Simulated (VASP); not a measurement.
Write the native input for VASP 6.6.1 that does the following.

```
Task                   : single point
Functional             : PBEsol
Potentials or basis    : VASP PAW PBE potentials, release 64 (Sn_d)
Cutoff                 : 520 eV
k mesh                 : 12 × 12 × 12
Occupations            : gaussian, width 0.1 eV
Spin                   : no spin polarisation
Dipole correction      : no
Further INCAR settings : ALGO = Normal; EDIFF = 1e-06; NBANDS = 21
```

The structure of Sn lies in POSCAR:

```
Sn
1.0
    0.0000000000      3.2223939600      3.2223939600
    3.2223939600      0.0000000000      3.2223939600
    3.2223939600      3.2223939600      0.0000000000
Sn
2
Direct
    0.5000000000      0.5000000000      0.5000000000
    0.7500000000      0.7500000000      0.7500000000
```

This cell differs from its parent crystal: strained.

The input as run:

INCAR

```
PREC = Accurate
ENCUT = 520
EDIFF = 1E-6
ISMEAR = 0
SIGMA = 0.1
LREAL = F
LASPH = T
NELM = 100
ALGO = Normal
ISIF = 2
LWAVE = F
LCHARG = T
GGA = PS
LELF = T
LVHAR = T
NBANDS = 21
```

KPOINTS

```
Automatic mesh
0
Gamma
  12 12 12
```

Potentials or basis: VASP PAW PBE potentials, release 64 (Sn_d).

The run is started by

```console
$ cat potpaw_PBE.64/Sn_d/POTCAR > POTCAR
$ mpirun -np 1 vasp_std > vasp.out
```

It gave:

- Pressure: 2.0 GPa
- Band gap on the k mesh: zero (band 14 reaches 5.80 eV, above the bottom of band 15 at 5.69 eV)

Caveat: the cell differs from its parent crystal (strained); the PAW data sets were made with another functional, which shifts forces and pressure a little; spin-orbit coupling is left out, which moves the levels of the heavy elements.

Wall time 68 s on 1 thread of Intel(R) Xeon(R) Platinum 8488C (Sapphire Rapids) (shared host), peak memory 0.24 GiB.
